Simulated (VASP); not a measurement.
# La (Im-3m) in VASP: a series of runs

Runs on La. Level: PBE. Tasks: single point.

Everything below comes from runs of VASP 6.6.1. Logs are shortened: lines on timing, memory, paths and dates and some standing lists are left out, and cuts for length are marked.

**1. The cell of the first run**

It takes space group Im-3m (No. 229, cubic). The conventional cell has a = 4.257 Å, b = 4.257 Å, c = 4.257 Å, α = 90.00°, β = 90.00°, γ = 90.00°. La (site symmetry m-3m) has 14 La at 3.69 to 4.26 Å within 4.8 Å.

This isn't the form of La at room conditions, which is double hcp.

**2. Single point, PBE**

The input, INCAR:

```
SYSTEM = La
ALGO = Normal
EDIFF = 1E-6
ENCUT = 520
GGA = PE
ISIF = 2
ISMEAR = -1
LASPH = .True.
LCHARG = .False.
LREAL = .False.
LWAVE = .False.
NBANDS = 12
NELM = 80
PREC = Accurate
SIGMA = 0.06122561905347299
```

The input, KPOINTS:

```
k-points
0
Gamma
  12 12 12
  0 0 0
```

The input, POSCAR:

```
La
1.0
   -2.1284102732      2.1284102732      2.1284102732
    2.1284102732     -2.1284102732      2.1284102732
    2.1284102732      2.1284102732     -2.1284102732
La
1
Direct
    0.0000000000      0.0000000000      0.0000000000
```

Potentials or basis: VASP PAW PBE potentials, release 64 (La).

Launch:

```
cat potpaw_PBE.64/La/POTCAR > POTCAR
mpirun -np 1 vasp_std > vasp.out
```

OUTCAR:

```text
SYSTEM = La
   EDIFF = 1E-6
   ENCUT = 520
   GGA = PE
   ISIF = 2
   ISMEAR = -1
   LASPH = .True.
   LREAL = .False.
   NELM = 80
   PREC = Accurate

 ion  position               nearest neighbor table
   1  0.000  0.000  0.000-

  LATTYP: Found a body centered cubic cell.
 ALAT       =     4.2568205464

  Lattice vectors:

 A1 = (  -2.1284102732,   2.1284102732,   2.1284102732)
 A2 = (   2.1284102732,  -2.1284102732,   2.1284102732)
 A3 = (   2.1284102732,   2.1284102732,  -2.1284102732)

Analysis of symmetry for initial positions (statically):
=====================================================================
 Subroutine PRICEL returns:
 Original cell was already a primitive cell.

 Routine SETGRP: Setting up the symmetry group for a
 body centered cubic supercell.

 Subroutine GETGRP returns: Found 48 space group operations
 (whereof 48 operations were pure point group operations)
 out of a pool of 48 trial point group operations.

The static configuration has the point symmetry O_h .

Analysis of symmetry for dynamics (positions and initial velocities):
=====================================================================
 Subroutine PRICEL returns:
 Original cell was already a primitive cell.

 Routine SETGRP: Setting up the symmetry group for a
 body centered cubic supercell.

 Subroutine GETGRP returns: Found 48 space group operations
 (whereof 48 operations were pure point group operations)
 out of a pool of 48 trial point group operations.

The dynamic configuration has the point symmetry O_h .

 Subroutine INISYM returns: Found 48 space group operations
 (whereof 48 operations are pure point group operations),
 and found     1 'primitive' translations

----------------------------------------------------------------------------------------

                                     Primitive cell

  volume of cell :      38.5679

  direct lattice vectors                    reciprocal lattice vectors
    -2.128410273  2.128410273  2.128410273     0.000000000  0.234917115  0.234917115
     2.128410273 -2.128410273  2.128410273     0.234917115  0.000000000  0.234917115
     2.128410273  2.128410273 -2.128410273     0.234917115  0.234917115  0.000000000

  length of vectors
     3.686514733  3.686514733  3.686514733     0.332222969  0.332222969  0.332222969

  position of ions in fractional coordinates (direct lattice)
     0.000000000  0.000000000  0.000000000

  ion indices of the primitive-cell ions
   primitive index   ion index
                 1           1

----------------------------------------------------------------------------------------

 KPOINTS: k-points

Automatic generation of k-mesh.
 Grid dimensions read from file:
 generate k-points for:   12   12   12

 Generating k-lattice:

  Cartesian coordinates                     Fractional coordinates (reciprocal lattice)
     0.000000000  0.019576426  0.019576426     0.083333333  0.000000000  0.000000000
     0.019576426  0.000000000  0.019576426     0.000000000  0.083333333  0.000000000
     0.019576426  0.019576426  0.000000000     0.000000000  0.000000000  0.083333333

  Length of vectors
     0.027685247  0.027685247  0.027685247

  Shift w.r.t. Gamma in fractional coordinates (k-lattice)
     0.000000000  0.000000000  0.000000000

 Subroutine IBZKPT returns following result:
 ===========================================

 Found     72 irreducible k-points:

 Following reciprocal coordinates:
            Coordinates               Weight
  0.000000  0.000000  0.000000      1.000000
  0.083333  0.000000  0.000000     12.000000
  0.166667  0.000000  0.000000     12.000000
  0.250000  0.000000  0.000000     12.000000
  0.333333  0.000000  0.000000     12.000000
  0.416667  0.000000  0.000000     12.000000
[... 16 lines left out ...]
  0.333333  0.083333  0.083333     24.000000
  0.416667  0.083333  0.083333     12.000000
 [... further k-points ...]
   k-points           NKPTS =     72   k-points in BZ     NKDIM =     72   number of bands    NBANDS=     12
   number of dos      NEDOS =    301   number of ions     NIONS =      1
   total plane-waves  NPLWV =  21952
   dimension x,y,z NGX =    28 NGY =   28 NGZ =   28
   dimension x,y,z NGXF=    56 NGYF=   56 NGZF=   56
   ions per type =               1
   NGX,Y,Z   is equivalent  to a cutoff of  12.63, 12.63, 12.63 a.u.
   NGXF,Y,Z  is equivalent  to a cutoff of  25.25, 25.25, 25.25 a.u.
 SYSTEM =  La
   PREC   = accura    normal or accurate (medium, high low for compatibility)
   ISTART =      0    job   : 0-new  1-cont  2-samecut
   ICHARG =      2    charge: 1-file 2-atom 10-const
   ISPIN  =      1    spin polarized calculation?
   LNONCOLLINEAR =      F non collinear calculations
   LSORBIT =      F    spin-orbit coupling
   LASPH  =      T    aspherical Exc in radial PAW
   ENCUT  =  520.0 eV  38.22 Ry    6.18 a.u.   6.85  6.85  6.85*2*pi/ulx,y,z
   NELM   =     80;   NELMIN=  2; NELMDL= -5     # of ELM steps
   EDIFF  = 0.1E-05   stopping-criterion for ELM
   LREAL  =      F    real-space projection
   EDIFFG = 0.1E-04   stopping-criterion for IOM
   NSW    =      0    number of steps for IOM
   IBRION =     -1    ionic relax: 0-MD 1-quasi-New 2-CG
   NFREE  =      0    steps in history (QN), initial steepest desc. (CG)
   ISIF   =      2    stress and relaxation
   ISYM   =      2    0-nonsym 1-usesym 2-fastsym
   POTIM  = 0.5000    time-step for ionic-motion
   TEBEG  =    0.0;   TEEND  =   0.0 temperature during run
   PSTRESS=    0.0 pullay stress
   NELECT =      11.0000    total number of electrons
   NUPDOWN=      -1.0000    fix difference up-down
   EMIN   =  10.00;   EMAX   =-10.00  energy-range for DOS
   EFERMI =   0.00;   METHOD = LEGACY
   ISMEAR =    -1;   SIGMA  =   0.06  broadening in eV -4-tet -1-fermi 0-gaus
   EFERMI_NEDOS =   21; number of points for ismear=-14 and -15
   IALGO  =     38    algorithm
   IMIX   =      4    mixing-type and parameters
     AMIX     =   0.40;   BMIX     =  1.00
     AMIX_MAG =   1.60;   BMIX_MAG =  1.00
  volume/ion in A,a.u.               =      38.57       260.27
  Fermi-wavevector in a.u.,A,eV,Ry     =   1.077615  2.036397 15.799827  1.161255
  Thomas-Fermi vector in A             =   2.213532
   LORBIT       =      0    0 simple, 1 ext, 2 COOP (PROOUT), +10 PAW based schemes
   GGA     = PE    functional components
   LHFCALC =     F    Hartree Fock is set to
   AEXX    =    0.0000 exact exchange contribution
   IVDW    =     0    specifies the selected vdW correction
   LEPSILON=     F    determine dielectric tensor
   LRPA    =     F    only Hartree local field effects (RPA)
 non-spin polarized calculation
  energy-cutoff  :      520.00
  volume of cell :       38.57
 maximum number of plane-waves:      1055
   NGX = 13   NGY = 13   NGZ = 13

 number of electron      10.9999998 magnetization

 Free energy of the ion-electron system (eV)
  ---------------------------------------------------
  ext. energy  EPLUGINS =         0.00000000
  ---------------------------------------------------
  free energy    TOTEN  =        -4.77515749 eV

  energy without entropy =       -4.73734512  energy(sigma->0) =       -4.75625130

 E-fermi :   7.5159     XC(G=0):  -9.4098

 val. band max:        7.5118895254   @ k =   0.3333   0.0833   0.0000
 cond. band min:       7.5208616609   @ k =  -0.4167   0.5000   0.1667
 fundamental gap:      0.0089721354
 Fermi energy:         7.5159373216

 k-point     1 :       0.0000    0.0000    0.0000
  band No.  band energies     occupation
      1     -25.4396      2.00000
      2      -8.4923      2.00000
      3      -8.4923      2.00000
      4      -8.4923      2.00000
      5       4.3076      2.00000
      6       8.9595      0.00000
      7       8.9595      0.00000
      8       8.9595      0.00000
      9       8.9659      0.00000
     10       8.9659      0.00000
     11       8.9659      0.00000
     12       9.6463      0.00000

 k-point     2 :       0.0833    0.0000    0.0000
  band No.  band energies     occupation
      1     -25.4278      2.00000
      2      -8.5851      2.00000
      3      -8.5196      2.00000
      4      -8.4933      2.00000
      5       4.5152      2.00000
      6       8.6370      0.00000
      7       8.6391      0.00000
      8       8.9589      0.00000
      9       9.0281      0.00000
     10       9.1988      0.00000
     11       9.2018      0.00000
     12       9.6506      0.00000

 k-point     3 :       0.1667    0.0000    0.0000
  band No.  band energies     occupation
      1     -25.3956      2.00000
      2      -8.8295      2.00000
      3      -8.5930      2.00000
      4      -8.4962      2.00000
      5       5.0576      2.00000
      6       8.2671      0.00001
      7       8.2681      0.00001
      8       8.9450      0.00000
      9       9.1408      0.00000
     10       9.3168      0.00000
     11       9.3565      0.00000
     12       9.5884      0.00000

 k-point     4 :       0.2500    0.0000    0.0000
  band No.  band energies     occupation
      1     -25.3510      2.00000
      2      -9.1444      2.00000
      3      -8.6907      2.00000
      4      -8.5003      2.00000
      5       5.6533      2.00000
      6       7.9055      0.00344
      7       8.0894      0.00017
      8       8.9390      0.00000
      9       9.2118      0.00000
     10       9.3433      0.00000
     11       9.4488      0.00000
     12       9.5691      0.00000

 k-point     5 :       0.3333    0.0000    0.0000
  band No.  band energies     occupation
      1     -25.3058      2.00000
      2      -9.4411      2.00000
      3      -8.7858      2.00000
      4      -8.5045      2.00000
      5       5.8803      2.00000
      6       7.6094      0.35721
      7       8.4316      0.00000
      8       8.9472      0.00000
      9       9.2506      0.00000
     10       9.3675      0.00000
     11       9.5008      0.00000
     12       9.5778      0.00000

 k-point     6 :       0.4167    0.0000    0.0000
  band No.  band energies     occupation
      1     -25.2723      2.00000
      2      -9.6485      2.00000
      3      -8.8538      2.00000
      4      -8.5076      2.00000
      5       5.8113      2.00000
      6       7.4174      1.66664
      7       8.9003      0.00000
      8       8.9607      0.00000
      9       9.2709      0.00000
     10       9.4573      0.00000
     11       9.5271      0.00000
     12       9.6019      0.00000

 k-point     7 :       0.5000    0.0000    0.0000
  band No.  band energies     occupation
      1     -25.2600      2.00000
      2      -9.7225      2.00000
      3      -8.8783      2.00000
      4      -8.5088      2.00000
      5       5.7574      2.00000
      6       7.3512      1.87303
      7       8.9668      0.00000
      8       9.0208      0.00000
      9       9.2774      0.00000
     10       9.5191      0.00000
     11       9.5350      0.00000
     12       9.6134      0.00000

 k-point     8 :       0.0833    0.0833    0.0000
  band No.  band energies     occupation
      1     -25.4059      2.00000
      2      -8.7530      2.00000
      3      -8.5503      2.00000
      4      -8.5156      2.00000
      5       4.8954      2.00000
      6       8.3483      0.00000
      7       8.3744      0.00000
      8       8.9504      0.00000
      9       9.1169      0.00000
     10       9.3067      0.00000
     11       9.3096      0.00000
     12       9.6005      0.00000
[... 166 lines left out ...]
 k-point    20 :       0.0833    0.0833    0.0833
  band No.  band energies     occupation
      1     -25.3771      2.00000
      2      -8.9812      2.00000
      3      -8.5588      2.00000
      4      -8.5588      2.00000
      5       5.3882      2.00000
      6       8.0166      0.00056
      7       8.0166      0.00056
      8       9.0702      0.00000
      9       9.2513      0.00000
     10       9.3244      0.00000
     11       9.3244      0.00000
     12       9.6615      0.00000

 k-point    21 :       0.1667    0.0833    0.0833
  band No.  band energies     occupation
      1     -25.3373      2.00000
      2      -9.2292      2.00000
      3      -8.6715      2.00000
      4      -8.5706      2.00000
      5       6.0121      2.00000
      6       7.7274      0.06131
      7       7.7814      0.02583
      8       9.0973      0.00000
      9       9.2971      0.00000
     10       9.3462      0.00000
     11       9.3746      0.00000
     12       9.6380      0.00000

 k-point    22 :       0.2500    0.0833    0.0833
  band No.  band energies     occupation
      1     -25.2971      2.00000
      2      -9.4465      2.00000
      3      -8.8038      2.00000
      4      -8.5825      2.00000
      5       6.3060      2.00000
      6       7.5106      1.04369
      7       8.0851      0.00018
      8       9.0947      0.00000
      9       9.2986      0.00000
     10       9.3806      0.00000
     11       9.4378      0.00000
     12       9.6182      0.00000

 k-point    23 :       0.3333    0.0833    0.0833
  band No.  band energies     occupation
      1     -25.2673      2.00000
      2      -9.5937      2.00000
      3      -8.9060      2.00000
      4      -8.5913      2.00000
      5       6.2396      2.00000
      6       7.3774      1.81145
      7       8.7306      0.00000
      8       9.0923      0.00000
      9       9.2844      0.00000
     10       9.4430      0.00000
     11       9.4968      0.00000
     12       9.6057      0.00000

 k-point    24 :       0.4167    0.0833    0.0833
  band No.  band energies     occupation
      1     -25.2564      2.00000
      2      -9.6457      2.00000
      3      -8.9440      2.00000
      4      -8.5945      2.00000
      5       6.1843      2.00000
      6       7.3325      1.90474
      7       8.9823      0.00000
      8       9.0921      0.00000
      9       9.2751      0.00000
     10       9.4917      0.00000
     11       9.5268      0.00000
     12       9.5918      0.00000

 [... further k-points ...]
[... 5 lines left out ...]
  --------------------------------------------------------------------------------------
  -------------------------------------------------------------------------------------
  Total       -0.0892342     -0.0892342     -0.0892342      0.0000000     -0.0000000      0.0000000
  in kB       -3.7069441     -3.7069441     -3.7069441      0.0000000     -0.0000000      0.0000000
  external PRESSURE =      -3.7069441 kB  Pullay stress =       0.0000000 kB

 VOLUME and BASIS-vectors are now :
 -----------------------------------------------------------------------------
  energy-cutoff  :      520.00
  volume of cell :       38.57
      direct lattice vectors                 reciprocal lattice vectors
    -2.128410273  2.128410273  2.128410273     0.000000000  0.234917115  0.234917115
     2.128410273 -2.128410273  2.128410273     0.234917115  0.000000000  0.234917115
     2.128410273  2.128410273 -2.128410273     0.234917115  0.234917115  0.000000000

 POSITION                                       TOTAL-FORCE (eV/Angst)
 -----------------------------------------------------------------------------------
      0.00000      0.00000      0.00000        -0.000000     -0.000000     -0.000000
 -----------------------------------------------------------------------------------
    total drift:                                0.000000     -0.000000     -0.000000

  FREE ENERGIE OF THE ION-ELECTRON SYSTEM (eV)
  ---------------------------------------------------
  free  energy   TOTEN  =        -4.7751574863 eV

  energy  without entropy=       -4.7373451211  energy(sigma->0) =       -4.75625130
```

Run time: 32 s. Hardware: 1 thread of Intel Xeon Platinum 8488C (Sapphire Rapids), shared host; peak memory 0.19 GiB.

Results:

| Property | Result |
| --- | --- |
| Free energy | -4.7752 eV |
| Pressure | -0.4 GPa |
| Band gap on the k mesh | zero (an odd number of electrons rules out a gap without spin polarisation) |

Caveat: spin-orbit coupling is left out, which moves the levels of the heavy elements.

**3. Single point, PBE**

This run uses another cell than the first one, of 39.32 Å³/atom.

The input, INCAR:

```
SYSTEM = La
  ALGO = Normal
  EDIFF = 1E-7
  ENCUT = 520
  GGA = PE
  ISIF = 2
  ISMEAR = -1
  LASPH = .True.
  LCHARG = .False.
  LREAL = .False.
  LWAVE = .False.
  NBANDS = 12
  NELM = 80
  PREC = Accurate
  SIGMA = 0.06122561905347299
```

KPOINTS is that of step 2.

The input, POSCAR:

```
La
1.0
   -2.1422315064      2.1422315064      2.1422315064
    2.1422315064     -2.1422315064      2.1422315064
    2.1422315064      2.1422315064     -2.1422315064
La
1
Direct
    0.0000000000      0.0000000000      0.0000000000
```

Potentials or basis: VASP PAW PBE potentials, release 64 (La).

Launch:

```
cat potpaw_PBE.64/La/POTCAR > POTCAR
mpirun -np 1 vasp_std > vasp.out
```

It took 48 s on 1 thread of Intel Xeon Platinum 8488C (Sapphire Rapids), shared host; peak memory 0.19 GiB.

Results (log left out):

```
Free energy            : -4.7721 eV
Pressure               : -0.9 GPa
Band gap on the k mesh : zero (an odd number of electrons rules out a gap without spin polarisation)
```

Levels at points of the mesh, in eV from the Fermi level:
| k point | band 1 | band 2 | band 3 | band 4 | band 5 | band 6 | band 7 | band 8 | band 9 | band 10 |
| --- | --- | --- | --- | --- | --- | --- | --- | --- | --- | --- |
| (0.00, 0.00, 0.00) | -32.99 | -16.08 | -16.08 | -16.08 | -3.22 | 1.42 | 1.42 | 1.42 | 1.42 | 1.42 |
| (0.50, 0.00, 0.00) | -32.82 | -17.24 | -16.44 | -16.09 | -1.74 | -0.15 | 1.42 | 1.46 | 1.72 | 1.94 |
| (0.50, 0.50, 0.50) | -32.71 | -16.87 | -16.87 | -16.87 | -1.73 | -1.73 | 1.54 | 1.68 | 1.68 | 1.68 |

Caveat: spin-orbit coupling is left out, which moves the levels of the heavy elements.
